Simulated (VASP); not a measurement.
Set up this calculation in VASP 6.6.1, as the native input.

- Task: single point
- Functional: PBE
- Potentials or basis: VASP PAW PBE potentials, release 64 (Hf_pv, B)
- Cutoff: 520 eV
- k mesh: 8 × 8 × 6
- Occupations: gaussian, width 0.05 eV
- Spin: no spin polarisation
- Dipole correction: no
- Further INCAR settings: ALGO = Normal; EDIFF = 1e-06; NBANDS = 15

The structure of HfB2 lies in POSCAR:

```
HfB2
1.0
    3.1464939518      0.0000000000      0.0000000000
   -1.5732469759      2.7249436951      0.0000000000
    0.0000000000      0.0000000000      3.4842081348
Hf B
1 2
Direct
    0.0000000000      0.0000000000      0.0000000000
    0.3333333333      0.6666666667      0.5000000000
    0.6666666667      0.3333333333      0.5000000000
```

One way to write it, as run:

INCAR

```
ALGO = Normal
EDIFF = 1E-6
ENCUT = 520
GGA = PE
ISIF = 2
ISMEAR = 0
LASPH = True
LCHARG = False
LREAL = False
LWAVE = False
NBANDS = 15
NELM = 60
PREC = Accurate
SIGMA = 0.05
```

KPOINTS

```
k-points
0
Gamma
  8 8 6
```

Potentials or basis: VASP PAW PBE potentials, release 64 (Hf_pv, B).

Run with:

```sh
$ cat potpaw_PBE.64/Hf_pv/POTCAR potpaw_PBE.64/B/POTCAR > POTCAR
$ mpirun -np 1 vasp_std > vasp.out
```

It gave:

The pressure is -0.4 GPa and the band gap on the k mesh is zero (band 8 reaches 8.41 eV, above the bottom of band 9 at 7.84 eV).

Caveat: spin-orbit coupling is left out, which moves the levels of the heavy elements.

Run time: 12 s on 1 thread of Intel(R) Xeon(R) Platinum 8488C (Sapphire Rapids), on a shared host, peak memory 0.15 GiB.
